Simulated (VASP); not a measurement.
# Tl (Fmmm) in VASP: single point with PBE

Aim: the single point of Tl with PBE.

Program: VASP 6.6.1. These are calculated values, not measurements. Logs are shortened: lines on timing, memory, paths and dates and some standing lists are left out, and cuts for length are marked.

## (1) The cell of the first run

Symmetry: Fmmm, No. 69, orthorhombic system. Conventional cell: a = 3.882 Å, b = 5.463 Å, c = 5.517 Å, α = 90.00°, β = 90.00°, γ = 90.00°. Tl (site symmetry mmm) has 14 Tl at 3.35 to 3.88 Å within 4.4 Å.

## (2) Single point, PBE (xy shear strain of +1 %)

Contents of INCAR:

```
SYSTEM = Tl
  ALGO = Normal
  EDIFF = 1E-7
  ENCUT = 520
  GGA = PE
  ISIF = 2
  ISMEAR = -1
  LASPH = .TRUE.
  LCHARG = .FALSE.
  LREAL = .FALSE.
  LWAVE = .FALSE.
  NBANDS = 12
  NELM = 80
  PREC = Accurate
  SIGMA = 0.05
```

Contents of KPOINTS:

```
k-points
0
G
  13 13 13
  0 0 0
```

Contents of POSCAR:

```
Tl
1.0
   -1.9312950000      1.9312950000      1.9410000000
    1.9312950000     -1.9312950000      1.9410000000
    1.9507050000      1.9507050000     -1.9410000000
Tl
1
Direct
    0.0000000000      0.0000000000      0.0000000000
```

Potentials or basis: VASP PAW PBE potentials, release 64 (Tl_d).

Run with:

```bash
$ cat potpaw_PBE.64/Tl_d/POTCAR > POTCAR
$ mpirun -np 1 vasp_std > vasp.out
```

OUTCAR:

```text
SYSTEM = Tl
   EDIFF = 1E-7
   ENCUT = 520
   GGA = PE
   ISIF = 2
   ISMEAR = -1
   LASPH = .TRUE.
   LREAL = .FALSE.
   NELM = 80
   PREC = Accurate

 ion  position               nearest neighbor table
   1  0.000  0.000  0.000-

  LATTYP: Found a face centered orthorhombic cell.
 ALAT       =     3.8820000000
 B/A-ratio  =     1.4071424946
 C/A-ratio  =     1.4212846302

  Lattice vectors:

 A1 = (   3.8820000000,   0.0194100000,   0.0000000000)
 A2 = (   1.9507050000,   1.9507050000,   1.9410000000)
 A3 = (   1.9312950000,  -1.9312950000,   1.9410000000)

Analysis of symmetry for initial positions (statically):
=====================================================================
 Subroutine PRICEL returns:
 Original cell was already a primitive cell.

 Routine SETGRP: Setting up the symmetry group for a
 face centered orthorhombic supercell.

 Subroutine GETGRP returns: Found  8 space group operations
 (whereof  8 operations were pure point group operations)
 out of a pool of  8 trial point group operations.

The static configuration has the point symmetry D_2h.

Analysis of symmetry for dynamics (positions and initial velocities):
=====================================================================
 Subroutine PRICEL returns:
 Original cell was already a primitive cell.

 Routine SETGRP: Setting up the symmetry group for a
 face centered orthorhombic supercell.

 Subroutine GETGRP returns: Found  8 space group operations
 (whereof  8 operations were pure point group operations)
 out of a pool of  8 trial point group operations.

The dynamic configuration has the point symmetry D_2h.

 Subroutine INISYM returns: Found  8 space group operations
 (whereof  8 operations are pure point group operations),
 and found     1 'primitive' translations

----------------------------------------------------------------------------------------

                                     Primitive cell

  volume of cell :      29.2500

  direct lattice vectors                    reciprocal lattice vectors
    -1.931295000  1.931295000  1.941000000    -0.001288028  0.257605616  0.257599176
     1.931295000 -1.931295000  1.941000000     0.257605616 -0.001288028  0.257599176
     1.950705000  1.950705000 -1.941000000     0.256317588  0.256317588  0.000000000

  length of vectors
     3.350713619  3.350713619  3.373126294     0.364307079  0.364307079  0.362487809

  position of ions in fractional coordinates (direct lattice)
     0.000000000  0.000000000  0.000000000

  ion indices of the primitive-cell ions
[... 82 lines left out ...]
   POTIM  = 0.5000    time-step for ionic-motion
   TEBEG  =    0.0;   TEEND  =   0.0 temperature during run
   PSTRESS=    0.0 pullay stress
   NELECT =      13.0000    total number of electrons
   NUPDOWN=      -1.0000    fix difference up-down
   EMIN   =  10.00;   EMAX   =-10.00  energy-range for DOS
   EFERMI =   0.00;   METHOD = LEGACY
   ISMEAR =    -1;   SIGMA  =   0.05  broadening in eV -4-tet -1-fermi 0-gaus
   EFERMI_NEDOS =   21; number of points for ismear=-14 and -15
   IALGO  =     38    algorithm
   IMIX   =      4    mixing-type and parameters
     AMIX     =   0.40;   BMIX     =  1.00
     AMIX_MAG =   1.60;   BMIX_MAG =  1.00
  volume/ion in A,a.u.               =      29.25       197.39
  Fermi-wavevector in a.u.,A,eV,Ry     =   1.249340  2.360911 21.236665  1.560851
  Thomas-Fermi vector in A             =   2.383385
   LORBIT       =      0    0 simple, 1 ext, 2 COOP (PROOUT), +10 PAW based schemes
   GGA     = PE    functional components
   LHFCALC =     F    Hartree Fock is set to
   AEXX    =    0.0000 exact exchange contribution
   IVDW    =     0    specifies the selected vdW correction
   LEPSILON=     F    determine dielectric tensor
   LRPA    =     F    only Hartree local field effects (RPA)
 non-spin polarized calculation
  energy-cutoff  :      520.00
  volume of cell :       29.25
 maximum number of plane-waves:       802
 NGX is ok and might be reduce to    28
   NGX = 13   NGY = 13   NGZ = 13

 number of electron      13.0000002 magnetization

 Free energy of the ion-electron system (eV)
  ---------------------------------------------------
  ext. energy  EPLUGINS =         0.00000000
  ---------------------------------------------------
  free energy    TOTEN  =        -2.20649979 eV

  energy without entropy =       -2.20098529  energy(sigma->0) =       -2.20374254

 E-fermi :   6.3210     XC(G=0): -10.0802

 val. band max:        6.3171795401   @ k =  -0.2308   0.4615   0.0769
 cond. band min:       6.3285251337   @ k =   0.2308   0.2308   0.2308
 fundamental gap:      0.0113455936
 Fermi energy:         6.3210213822

 k-point     1 :       0.0000    0.0000    0.0000
  band No.  band energies     occupation
      1      -5.3197      2.00000
      2      -5.3058      2.00000
      3      -5.2915      2.00000
      4      -4.8970      2.00000
      5      -4.8967      2.00000
      6      -3.5494      2.00000
      7      16.8370      0.00000
      8      16.9433      0.00000
      9      17.0351      0.00000
     10      18.5788      0.00000
     11      18.6329      0.00000
     12      18.7026      0.00000
[... 331 lines left out ...]
 k-point    24 :       0.4615    0.1538    0.0000
  band No.  band energies     occupation
      1      -5.4417      2.00000
      2      -5.3397      2.00000
      3      -4.9414      2.00000
      4      -4.9282      2.00000
      5      -4.7153      2.00000
      6       1.3086      2.00000
      7       4.4965      2.00000
      8       9.7611      0.00000
      9      12.7801      0.00000
     10      17.4826      0.00000
     11      20.3917      0.00000
     12      21.1065      0.00000

 [... further k-points ...]

------------------------ aborting loop because EDIFF is reached ----------------------------------------

  FORCE on cell =-STRESS in cart. coord.  units (eV):
  Direction    XX          YY          ZZ          XY          YZ          ZX
  --------------------------------------------------------------------------------------
  -------------------------------------------------------------------------------------
  Total        0.4053988      0.4053988      0.4064350     -0.0163894      0.0000000      0.0000000
  in kB       22.2058458     22.2058458     22.2626003     -0.8977367      0.0000000      0.0000000
  external PRESSURE =      22.2247640 kB  Pullay stress =       0.0000000 kB

 VOLUME and BASIS-vectors are now :
 -----------------------------------------------------------------------------
  energy-cutoff  :      520.00
  volume of cell :       29.25
      direct lattice vectors                 reciprocal lattice vectors
    -1.931295000  1.931295000  1.941000000    -0.001288028  0.257605616  0.257599176
     1.931295000 -1.931295000  1.941000000     0.257605616 -0.001288028  0.257599176
     1.950705000  1.950705000 -1.941000000     0.256317588  0.256317588  0.000000000

 POSITION                                       TOTAL-FORCE (eV/Angst)
 -----------------------------------------------------------------------------------
      0.00000      0.00000      0.00000        -0.000000      0.000000      0.000000
 -----------------------------------------------------------------------------------
    total drift:                               -0.000000     -0.000000     -0.000000

  FREE ENERGIE OF THE ION-ELECTRON SYSTEM (eV)
  ---------------------------------------------------
  free  energy   TOTEN  =        -2.2064997929 eV

  energy  without entropy=       -2.2009852905  energy(sigma->0) =       -2.20374254
```

It took 76 s on 1 thread of Intel Xeon Platinum 8488C (Sapphire Rapids), shared host; peak memory 0.24 GiB.

Results:

| Item | Value |
| --- | --- |
| Free energy | -2.2065 eV |
| Pressure | 2.2 GPa |

Levels at points of the mesh, in eV from the Fermi level:
```tsv
k point	band 4	band 5	band 6	band 7	band 8	band 9
(0.00, 0.00, 0.00)	-11.22	-11.22	-9.87	10.52	10.62	10.71
```

Caveat: the cell differs from its parent crystal (xy shear strain of +1 %); spin-orbit coupling is left out, which moves the levels of the heavy elements.
